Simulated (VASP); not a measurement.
# Sn (I4/mmm) in VASP: relaxation of cell and atoms with PBEsol

Aim: the relaxation of cell and atoms of Sn with PBEsol.

Everything below comes from runs of VASP 6.6.1. Logs are shortened: lines on timing, memory, paths and dates and some standing lists are left out, and cuts for length are marked.

### 1 The cell of the first run

It takes space group I4/mmm (No. 139, tetragonal). Conventional cell: a = 4.058 Å, b = 4.058 Å, c = 3.322 Å, α = 90.00°, β = 90.00°, γ = 90.00°. Within 4.4 Å of Sn (site symmetry 4/mmm) lie 14 Sn at 3.32 to 4.06 Å.

### 2 Relaxation of cell and atoms, PBEsol

The input, INCAR:

```
SYSTEM = Sn
  PREC = Accurate
  ENCUT = 600
  EDIFF = 1E-7
  ISMEAR = 0
  SIGMA = 0.1
  LREAL = .False.
  LASPH = .True.
  NELM = 80
  ALGO = Fast
  ISIF = 3
  LWAVE = .False.
  LCHARG = .False.
  GGA = PS
  IBRION = 2
  NSW = 100
  EDIFFG = -0.01
```

The input, KPOINTS:

```
regular mesh
0
Gamma
  22 22 22
  0 0 0
```

The input, POSCAR:

```
Sn
1.0
   -2.0291894110      2.0291894110      1.6607599896
    2.0291894110     -2.0291894110      1.6607599896
    2.0291894110      2.0291894110     -1.6607599896
Sn
1
Direct
    0.0000000000      0.0000000000      0.0000000000
```

Potentials or basis: VASP PAW PBE potentials, release 64 (Sn_d).

Started as:

```sh
cat potpaw_PBE.64/Sn_d/POTCAR > POTCAR
mpirun -np 1 vasp_std > vasp.out
```

OUTCAR:

```text
SYSTEM = Sn
   PREC = Accurate
   ENCUT = 600
   EDIFF = 1E-7
   ISMEAR = 0
   LREAL = .False.
   LASPH = .True.
   NELM = 80
   ISIF = 3
   GGA = PS
   IBRION = 2
   NSW = 100
   EDIFFG = -0.01

 ion  position               nearest neighbor table
   1  0.000  0.000  0.000-

  LATTYP: Found a body centered tetragonal cell.
 ALAT       =     4.0583788220
 C/A-ratio  =     0.8184351745

  Lattice vectors:

 A1 = (  -2.0291894110,   2.0291894110,   1.6607599896)
 A2 = (   2.0291894110,  -2.0291894110,   1.6607599896)
 A3 = (   2.0291894110,   2.0291894110,  -1.6607599896)

Analysis of symmetry for initial positions (statically):
=====================================================================
 Subroutine PRICEL returns:
 Original cell was already a primitive cell.

 Routine SETGRP: Setting up the symmetry group for a
 body centered tetragonal supercell.

 Subroutine GETGRP returns: Found 16 space group operations
 (whereof 16 operations were pure point group operations)
 out of a pool of 16 trial point group operations.

The static configuration has the point symmetry D_4h.

Analysis of symmetry for dynamics (positions and initial velocities):
=====================================================================
 Subroutine PRICEL returns:
 Original cell was already a primitive cell.

 Routine SETGRP: Setting up the symmetry group for a
 body centered tetragonal supercell.

 Subroutine GETGRP returns: Found 16 space group operations
 (whereof 16 operations were pure point group operations)
 out of a pool of 16 trial point group operations.

The dynamic configuration has the point symmetry D_4h.

 Subroutine INISYM returns: Found 16 space group operations
 (whereof 16 operations are pure point group operations),
 and found     1 'primitive' translations

----------------------------------------------------------------------------------------

                                     Primitive cell

  volume of cell :      27.3534

  direct lattice vectors                    reciprocal lattice vectors
    -2.029189411  2.029189411  1.660759990     0.000000000  0.246403809  0.301066983
     2.029189411 -2.029189411  1.660759990     0.246403809  0.000000000  0.301066983
     2.029189411  2.029189411 -1.660759990     0.246403809  0.246403809  0.000000000

  length of vectors
     3.315621069  3.315621069  3.315621069     0.389045197  0.389045197  0.348467608

[... 106 lines left out ...]
   IVDW    =     0    specifies the selected vdW correction
   LEPSILON=     F    determine dielectric tensor
   LRPA    =     F    only Hartree local field effects (RPA)
 conjugate gradient relaxation of ions
 non-spin polarized calculation
 RMM-DIIS sequential band-by-band and
 Gauss-broadening in eV      SIGMA  =   0.10
  energy-cutoff  :      600.00
  volume of cell :       27.35
 maximum number of plane-waves:       935
   NGX = 13   NGY = 13   NGZ = 13

--------------------------------------- Ionic step        1  -------------------------------------------

 number of electron      14.0000001 magnetization

 Free energy of the ion-electron system (eV)
  ---------------------------------------------------
  ext. energy  EPLUGINS =         0.00000000
  ---------------------------------------------------
  free energy    TOTEN  =        -4.23165499 eV

  energy without entropy =       -4.22901216  energy(sigma->0) =       -4.23033357

------------------------ aborting loop because EDIFF is reached ----------------------------------------

  FORCE on cell =-STRESS in cart. coord.  units (eV):
  Direction    XX          YY          ZZ          XY          YZ          ZX
  --------------------------------------------------------------------------------------
  -------------------------------------------------------------------------------------
  Total       -0.3427075     -0.3427075     -0.1932523      0.0000000      0.0000000     -0.0000000
  in kB      -20.0734563    -20.0734563    -11.3193924      0.0000000      0.0000000     -0.0000000
  external PRESSURE =     -17.1554350 kB  Pullay stress =       0.0000000 kB
[... 86 lines left out ...]
  FREE ENERGIE OF THE ION-ELECTRON SYSTEM (eV)
  ---------------------------------------------------
  free  energy   TOTEN  =        -4.2379725858 eV

  energy  without entropy=       -4.2354574977  energy(sigma->0) =       -4.23671504

[... ionic steps 4 to 10 ...]

--------------------------------------- Ionic step       11  -------------------------------------------

 number of electron      13.9999998 magnetization

------------------------ aborting loop because EDIFF is reached ----------------------------------------
[... 65 lines left out ...]
--------------------------------------- Ionic step       13  -------------------------------------------

 number of electron      13.9999998 magnetization

 Free energy of the ion-electron system (eV)
  ---------------------------------------------------
  ext. energy  EPLUGINS =         0.00000000
  ---------------------------------------------------
  free energy    TOTEN  =        -4.24082565 eV

  energy without entropy =       -4.23813581  energy(sigma->0) =       -4.23948073

 E-fermi :   8.3553     XC(G=0): -10.6685

 val. band max:        8.3522907102   @ k =  -0.2727   0.4545   0.1818
 cond. band min:       8.3572060176   @ k =  -0.2727   0.4545   0.2727
 fundamental gap:      0.0049153074
 Fermi energy:         8.3552530453

 k-point     1 :       0.0000    0.0000    0.0000
  band No.  band energies     occupation
      1     -13.1318      2.00000
      2     -13.0749      2.00000
      3     -13.0749      2.00000
      4     -13.0051      2.00000
      5     -12.9245      2.00000
      6      -3.0108      2.00000
      7      15.9212      0.00000
      8      15.9212      0.00000
      9      17.5176      0.00000
     10      19.5960      0.00000
     11      20.8506      0.00000
[... 309 lines left out ...]
 k-point    24 :      -0.4545    0.0455    0.0000
  band No.  band energies     occupation
      1     -13.1610      2.00000
      2     -13.0909      2.00000
      3     -12.9635      2.00000
      4     -12.9219      2.00000
      5     -12.8693      2.00000
      6       1.3388      2.00000
      7       5.1502      2.00000
      8      11.4351      0.00000
      9      12.9738      0.00000
     10      16.1097      0.00000
     11      16.7854      0.00000

 [... further k-points ...]
[... 5 lines left out ...]
  --------------------------------------------------------------------------------------
  -------------------------------------------------------------------------------------
  Total        0.0078003      0.0078003      0.0058333      0.0000000      0.0000000      0.0000000
  in kB        0.4763510      0.4763510      0.3562332      0.0000000      0.0000000      0.0000000
  external PRESSURE =       0.4363117 kB  Pullay stress =       0.0000000 kB
[... 16 lines left out ...]
  FREE ENERGIE OF THE ION-ELECTRON SYSTEM (eV)
  ---------------------------------------------------
  free  energy   TOTEN  =        -4.2408256528 eV

  energy  without entropy=       -4.2381358118  energy(sigma->0) =       -4.23948073

 reached required accuracy - stopping structural energy minimisation
```

Wall time 17 min (1 thread of Intel Xeon 6975P-C (Granite Rapids), shared host); peak memory 0.46 GiB.

What came out:

```yaml
Free_energy: -4.2408 eV
Relaxed_volume: 26.24 Å³/atom
Relaxed_cell: a = 3.255 Å, b = 3.255 Å, c = 3.255 Å, α = 105.99°, β = 105.99°, γ = 116.69°
Space_group_after_relaxing_to_0.1_Å: I4/mmm (No. 139)
Energy_gained_by_relaxing: 9.2 meV/atom
Ionic_steps: 13
Pressure_after_relaxing: 0.0 GPa
Band_gap_on_the_k_mesh: zero (bands 7 and 8 overlap by 9.94 eV)
```

Step by step:
```
step  energy change (eV)  largest force (eV/Å)  pressure (GPa)  volume (Å³)
   1              0.0000                0.0000           -1.72        27.35
   2             -0.0062                0.0000            0.37        26.21
   3             -0.0063                0.0000            0.17        26.32
   4             -0.0063                0.0000            0.09        26.34
   5             -0.0072                0.0000            0.07        26.32
   6             -0.0085                0.0000            0.04        26.28
   7             -0.0089                0.0000            0.09        26.17
   8             -0.0092                0.0000            0.04        26.22
   9             -0.0092                0.0000            0.05        26.22
  10             -0.0092                0.0000            0.06        26.21
  11             -0.0092                0.0000            0.06        26.21
  12             -0.0092                0.0000           -0.10        26.29
  13             -0.0092                0.0000            0.04        26.24
```

Final structure:
```
CELL_PARAMETERS angstrom
-1.95936 1.95936 1.70846
1.95936 -1.95936 1.70846
1.95936 1.95936 -1.70846
ATOMIC_POSITIONS crystal
Sn 0.00000 0.00000 0.00000
```

Caveat: the PAW data sets were made with another functional, which shifts forces and pressure a little; spin-orbit coupling is left out, which moves the levels of the heavy elements.
